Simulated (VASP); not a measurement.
# Al2O3 (P-6m2) in VASP: single point with LDA

Aim: the single point of Al2O3 with LDA.

Program: VASP 6.6.1. These are calculated values, not measurements. Logs are shortened: lines on timing, memory, paths and dates and some standing lists are left out, and cuts for length are marked.

## (1) The cell of the first run

It takes space group P-6m2 (No. 187, hexagonal). Conventional cell: a = 2.838 Å, b = 2.838 Å, c = 9.340 Å, α = 90.00°, β = 90.00°, γ = 120.00°. Within 2.4 Å of Al (site symmetry 3m) lie 6 O at 1.77 to 2.14 Å. Within 2.4 Å of O (site symmetry 3m) lie 3 Al at 1.77 Å. Within 2.8 Å of O (site symmetry -6m2) lie 6 Al at 2.14 Å and 6 O at 2.62 Å.

## (2) Single point, LDA

Input file INCAR:

```
  PREC = Accurate
  ENCUT = 520
  EDIFF = 1E-6
  ISMEAR = 0
  SIGMA = 0.02
  LREAL = F
  LASPH = T
  NELM = 100
  ALGO = Normal
  ISIF = 2
  LWAVE = F
  LCHARG = F
  NBANDS = 20
```

Input file KPOINTS:

```
regular mesh
0
Gamma
  12 12 4
```

Input file POSCAR:

```
Al2O3
1.0
    2.8381078600      0.0000000000      0.0000000000
   -1.4190539300      2.4578735054      0.0000000000
    0.0000000000      0.0000000000      9.3399493125
Al O
2 3
Direct
    0.0000000000      0.0000000000      0.1469612818
    0.0000000000      0.0000000000      0.8530387182
    0.3333333333      0.6666666667      0.2184227678
    0.6666666667      0.3333333333      0.0000000000
    0.3333333333      0.6666666667      0.7815772322
```

Potentials or basis: VASP PAW LDA potentials, release 64 (Al, O).

The run is started by

```console
$ cat potpaw_LDA.64/Al/POTCAR potpaw_LDA.64/O/POTCAR > POTCAR
$ mpirun -np 1 vasp_std > vasp.out
```

OUTCAR:

```text
PREC = Accurate
   ENCUT = 520
   EDIFF = 1E-6
   ISMEAR = 0
   LREAL = F
   LASPH = T
   NELM = 100
   ISIF = 2

 ion  position               nearest neighbor table
   1  0.000  0.000  0.147-   3 1.77   3 1.77   3 1.77   4 2.14   4 2.14   4 2.14   2 2.75
   2  0.000  0.000  0.853-   5 1.77   5 1.77   5 1.77   4 2.14   4 2.14   4 2.14   1 2.75
   3  0.333  0.667  0.218-   1 1.77   1 1.77   1 1.77
   4  0.667  0.333  0.000-   1 2.14   2 2.14   1 2.14   2 2.14   1 2.14   2 2.14
   5  0.333  0.667  0.782-   2 1.77   2 1.77   2 1.77

  LATTYP: Found a hexagonal cell.
 ALAT       =     2.8381078600
 C/A-ratio  =     3.2909071019

  Lattice vectors:

 A1 = (   2.8381078600,   0.0000000000,   0.0000000000)
 A2 = (  -1.4190539300,   2.4578735054,   0.0000000000)
 A3 = (   0.0000000000,   0.0000000000,   9.3399493125)

Analysis of symmetry for initial positions (statically):
=====================================================================
 Subroutine PRICEL returns:
 Original cell was already a primitive cell.

 Routine SETGRP: Setting up the symmetry group for a
 hexagonal supercell.

 Subroutine GETGRP returns: Found 12 space group operations
 (whereof 12 operations were pure point group operations)
 out of a pool of 24 trial point group operations.

The static configuration has the point symmetry D_3h.

Analysis of symmetry for dynamics (positions and initial velocities):
=====================================================================
 Subroutine PRICEL returns:
 Original cell was already a primitive cell.

 Routine SETGRP: Setting up the symmetry group for a
 hexagonal supercell.

 Subroutine GETGRP returns: Found 12 space group operations
 (whereof 12 operations were pure point group operations)
 out of a pool of 24 trial point group operations.

The dynamic configuration has the point symmetry D_3h.

 Subroutine INISYM returns: Found 12 space group operations
 (whereof 12 operations are pure point group operations),
 and found     1 'primitive' translations

----------------------------------------------------------------------------------------

                                     Primitive cell

  volume of cell :      65.1528

  direct lattice vectors                    reciprocal lattice vectors
     2.838107860  0.000000000  0.000000000     0.352347426  0.203427881  0.000000000
    -1.419053930  2.457873505  0.000000000     0.000000000  0.406855763  0.000000000
     0.000000000  0.000000000  9.339949312     0.000000000  0.000000000  0.107066962

  length of vectors
     2.838107860  2.838107860  9.339949312     0.406855763  0.406855763  0.107066962

  position of ions in fractional coordinates (direct lattice)
     0.000000000  0.000000000  0.146961282
     0.000000000  0.000000000  0.853038718
     0.333333333  0.666666667  0.218422768
     0.666666667  0.333333333  0.000000000
     0.333333333  0.666666667  0.781577232

  ion indices of the primitive-cell ions
   primitive index   ion index
                 1           1
                 2           2
                 3           3
                 4           4
                 5           5

----------------------------------------------------------------------------------------

 KPOINTS: regular mesh

Automatic generation of k-mesh.
 Grid dimensions read from file:
 generate k-points for:   12   12    4

 Generating k-lattice:

  Cartesian coordinates                     Fractional coordinates (reciprocal lattice)
     0.029362286  0.016952323  0.000000000     0.083333333  0.000000000  0.000000000
     0.000000000  0.033904647  0.000000000     0.000000000  0.083333333  0.000000000
     0.000000000  0.000000000  0.026766741     0.000000000  0.000000000  0.250000000

  Length of vectors
     0.033904647  0.033904647  0.026766741

  Shift w.r.t. Gamma in fractional coordinates (k-lattice)
     0.000000000  0.000000000  0.000000000

 Subroutine IBZKPT returns following result:
 ===========================================

 Found     57 irreducible k-points:

 Following reciprocal coordinates:
            Coordinates               Weight
  0.000000  0.000000  0.000000      1.000000
  0.083333  0.000000  0.000000      6.000000
  0.166667  0.000000  0.000000      6.000000
  0.250000  0.000000  0.000000      6.000000
  0.333333  0.000000  0.000000      6.000000
  0.416667  0.000000  0.000000      6.000000
[... 16 lines left out ...]
  0.250000  0.000000  0.250000     12.000000
  0.333333  0.000000  0.250000     12.000000
 [... further k-points ...]
   k-points           NKPTS =     57   k-points in BZ     NKDIM =     57   number of bands    NBANDS=     20
   number of dos      NEDOS =    301   number of ions     NIONS =      5
   total plane-waves  NPLWV =  40320
   dimension x,y,z NGX =    24 NGY =   24 NGZ =   70
   dimension x,y,z NGXF=    48 NGYF=   48 NGZF=  140
   ions per type =               2   3
   NGX,Y,Z   is equivalent  to a cutoff of  14.06, 14.06, 12.46 a.u.
   NGXF,Y,Z  is equivalent  to a cutoff of  28.12, 28.12, 24.92 a.u.
 SYSTEM =  unknown system
   PREC   = accura    normal or accurate (medium, high low for compatibility)
   ISTART =      0    job   : 0-new  1-cont  2-samecut
   ICHARG =      2    charge: 1-file 2-atom 10-const
   ISPIN  =      1    spin polarized calculation?
   LNONCOLLINEAR =      F non collinear calculations
   LSORBIT =      F    spin-orbit coupling
   LASPH  =      T    aspherical Exc in radial PAW
   ENCUT  =  520.0 eV  38.22 Ry    6.18 a.u.   5.28  5.28 17.37*2*pi/ulx,y,z
   NELM   =    100;   NELMIN=  2; NELMDL= -5     # of ELM steps
   EDIFF  = 0.1E-05   stopping-criterion for ELM
   LREAL  =      F    real-space projection
   EDIFFG = 0.1E-04   stopping-criterion for IOM
   NSW    =      0    number of steps for IOM
   IBRION =     -1    ionic relax: 0-MD 1-quasi-New 2-CG
   NFREE  =      0    steps in history (QN), initial steepest desc. (CG)
   ISIF   =      2    stress and relaxation
   ISYM   =      2    0-nonsym 1-usesym 2-fastsym
   POTIM  = 0.5000    time-step for ionic-motion
   TEBEG  =    0.0;   TEEND  =   0.0 temperature during run
   PSTRESS=    0.0 pullay stress
   NELECT =      24.0000    total number of electrons
   NUPDOWN=      -1.0000    fix difference up-down
   EMIN   =  10.00;   EMAX   =-10.00  energy-range for DOS
   EFERMI =   0.00;   METHOD = LEGACY
   ISMEAR =     0;   SIGMA  =   0.02  broadening in eV -4-tet -1-fermi 0-gaus
   EFERMI_NEDOS =   21; number of points for ismear=-14 and -15
   IALGO  =     38    algorithm
   IMIX   =      4    mixing-type and parameters
     AMIX     =   0.40;   BMIX     =  1.00
     AMIX_MAG =   1.60;   BMIX_MAG =  1.00
  volume/ion in A,a.u.               =      13.03        87.93
  Fermi-wavevector in a.u.,A,eV,Ry     =   1.173548  2.217685 18.738153  1.377215
  Thomas-Fermi vector in A             =   2.309959
   LORBIT       =      0    0 simple, 1 ext, 2 COOP (PROOUT), +10 PAW based schemes
   GGA     = CA    functional components
   LHFCALC =     F    Hartree Fock is set to
   AEXX    =    0.0000 exact exchange contribution
   IVDW    =     0    specifies the selected vdW correction
   LEPSILON=     F    determine dielectric tensor
   LRPA    =     F    only Hartree local field effects (RPA)
 non-spin polarized calculation
 Gauss-broadening in eV      SIGMA  =   0.02
  energy-cutoff  :      520.00
  volume of cell :       65.15
 maximum number of plane-waves:      1776
 NGX is ok and might be reduce to    24
   NGX = 11   NGY = 11   NGZ = 35

 number of electron      24.0000009 magnetization

 Free energy of the ion-electron system (eV)
  ---------------------------------------------------
  ext. energy  EPLUGINS =         0.00000000
  ---------------------------------------------------
  free energy    TOTEN  =       -40.15014766 eV

  energy without entropy =      -40.15014766  energy(sigma->0) =      -40.15014766

 E-fermi :   0.8013     XC(G=0):  -8.9581

 val. band max:        0.7180783412   @ k =   0.3333   0.3333   0.5000
 cond. band min:       5.8792165437   @ k =   0.0000   0.0000   0.0000
 fundamental gap:      5.1611382025
 Fermi energy:         0.8012779279

 k-point     1 :       0.0000    0.0000    0.0000
  band No.  band energies     occupation
      1     -18.1289      2.00000
      2     -16.8757      2.00000
      3     -15.6107      2.00000
      4      -4.4883      2.00000
      5      -1.4214      2.00000
      6      -0.8298      2.00000
[... 12 lines left out ...]
     19      15.7529      0.00000
     20      15.7545      0.00000

 k-point     2 :       0.0833    0.0000    0.0000
  band No.  band energies     occupation
      1     -18.0353      2.00000
      2     -16.8044      2.00000
      3     -15.5749      2.00000
      4      -4.4345      2.00000
      5      -1.6902      2.00000
      6      -0.9471      2.00000
[... 12 lines left out ...]
     19      15.0119      0.00000
     20      15.9233      0.00000

 k-point     3 :       0.1667    0.0000    0.0000
  band No.  band energies     occupation
      1     -17.7643      2.00000
      2     -16.6024      2.00000
      3     -15.4813      2.00000
      4      -4.3241      2.00000
      5      -2.4992      2.00000
      6      -1.6605      2.00000
[... 12 lines left out ...]
     19      13.9812      0.00000
     20      14.8938      0.00000

 k-point     4 :       0.2500    0.0000    0.0000
  band No.  band energies     occupation
      1     -17.3474      2.00000
      2     -16.3080      2.00000
      3     -15.3703      2.00000
      4      -4.3581      2.00000
      5      -3.5803      2.00000
      6      -2.3610      2.00000
[... 12 lines left out ...]
     19      13.6855      0.00000
     20      14.3545      0.00000

 k-point     5 :       0.3333    0.0000    0.0000
  band No.  band energies     occupation
      1     -16.8446      2.00000
      2     -15.9881      2.00000
      3     -15.3052      2.00000
      4      -4.7302      2.00000
      5      -4.6008      2.00000
      6      -3.1367      2.00000
[... 12 lines left out ...]
     19      13.6849      0.00000
     20      14.7741      0.00000

 k-point     6 :       0.4167    0.0000    0.0000
  band No.  band energies     occupation
      1     -16.3614      2.00000
      2     -15.7337      2.00000
      3     -15.3431      2.00000
      4      -5.3171      2.00000
      5      -5.1648      2.00000
      6      -3.6677      2.00000
[... 12 lines left out ...]
     19      14.1085      0.00000
     20      15.1969      0.00000

 k-point     7 :       0.5000    0.0000    0.0000
  band No.  band energies     occupation
      1     -16.1185      2.00000
      2     -15.6357      2.00000
      3     -15.4162      2.00000
      4      -5.5745      2.00000
      5      -5.3432      2.00000
      6      -3.8571      2.00000
[... 12 lines left out ...]
     19      14.4248      0.00000
     20      14.7254      0.00000
[... 277 lines left out ...]
 k-point    20 :       0.0000    0.0000    0.2500
  band No.  band energies     occupation
      1     -18.1288      2.00000
      2     -16.8757      2.00000
      3     -15.6103      2.00000
      4      -4.4906      2.00000
      5      -1.4064      2.00000
      6      -0.8298      2.00000
[... 12 lines left out ...]
     19      15.7535      0.00000
     20      15.7752      0.00000

 k-point    21 :       0.0833    0.0000    0.2500
  band No.  band energies     occupation
      1     -18.0353      2.00000
      2     -16.8045      2.00000
      3     -15.5748      2.00000
      4      -4.4365      2.00000
      5      -1.6814      2.00000
      6      -0.9446      2.00000
[... 12 lines left out ...]
     19      15.0239      0.00000
     20      15.6433      0.00000

 k-point    22 :       0.1667    0.0000    0.2500
  band No.  band energies     occupation
      1     -17.7643      2.00000
      2     -16.6025      2.00000
      3     -15.4813      2.00000
      4      -4.3254      2.00000
      5      -2.4965      2.00000
      6      -1.6649      2.00000
[... 12 lines left out ...]
     19      13.9819      0.00000
     20      15.0719      0.00000

 k-point    23 :       0.2500    0.0000    0.2500
  band No.  band energies     occupation
      1     -17.3474      2.00000
      2     -16.3081      2.00000
      3     -15.3702      2.00000
      4      -4.3584      2.00000
      5      -3.5794      2.00000
      6      -2.3601      2.00000
[... 12 lines left out ...]
     19      13.5342      0.00000
     20      14.6990      0.00000

 k-point    24 :       0.3333    0.0000    0.2500
  band No.  band energies     occupation
      1     -16.8445      2.00000
      2     -15.9881      2.00000
      3     -15.3051      2.00000
      4      -4.7303      2.00000
      5      -4.6004      2.00000
      6      -3.1359      2.00000
[... 12 lines left out ...]
     19      13.7690      0.00000
     20      14.9896      0.00000

 [... further k-points ...]
[... 5 lines left out ...]
  --------------------------------------------------------------------------------------
  -------------------------------------------------------------------------------------
  Total        0.4112075      0.4112075      0.0479372     -0.0000000      0.0000000      0.0000000
  in kB       10.1120370     10.1120370      1.1788277     -0.0000000      0.0000000      0.0000000
  external PRESSURE =       7.1343006 kB  Pullay stress =       0.0000000 kB

 VOLUME and BASIS-vectors are now :
 -----------------------------------------------------------------------------
  energy-cutoff  :      520.00
  volume of cell :       65.15
      direct lattice vectors                 reciprocal lattice vectors
     2.838107860  0.000000000  0.000000000     0.352347426  0.203427881  0.000000000
    -1.419053930  2.457873505  0.000000000     0.000000000  0.406855763  0.000000000
     0.000000000  0.000000000  9.339949312     0.000000000  0.000000000  0.107066962

 POSITION                                       TOTAL-FORCE (eV/Angst)
 -----------------------------------------------------------------------------------
      0.00000      0.00000      1.37261         0.000000     -0.000000     -0.010908
      0.00000      0.00000      7.96734         0.000000      0.000000      0.010908
     -0.00000      1.63858      2.04006        -0.000000      0.000000      0.037944
      1.41905      0.81929      0.00000         0.000000     -0.000000      0.000000
     -0.00000      1.63858      7.29989        -0.000000     -0.000000     -0.037944
 -----------------------------------------------------------------------------------
    total drift:                                0.000000     -0.000000      0.000000

  FREE ENERGIE OF THE ION-ELECTRON SYSTEM (eV)
  ---------------------------------------------------
  free  energy   TOTEN  =       -40.1501476608 eV

  energy  without entropy=      -40.1501476608  energy(sigma->0) =      -40.15014766
```

Wall time 44 s (1 thread of Intel Xeon 6975P-C (Granite Rapids), shared host); peak memory 0.19 GiB.

Results:

* Free energy: -40.1501 eV
* Pressure: 0.7 GPa
* Largest force: 0.038 eV/Å
* Band gap on the k mesh: 5.16 eV, indirect (least direct gap 5.44 eV)

Forces in eV/Å, atoms in the order of the input:
```
Al   0.000  0.000 -0.011
Al   0.000  0.000  0.011
O    0.000  0.000  0.038
O    0.000  0.000  0.000
O    0.000  0.000 -0.038
```

Stress tensor (GPa, compression positive):
```
1.01 0.00 0.00
0.00 1.01 0.00
0.00 0.00 0.12
```

A k mesh can miss the band edges. Expect the measured gap to be larger: semilocal functionals such as LDA lack the derivative discontinuity.
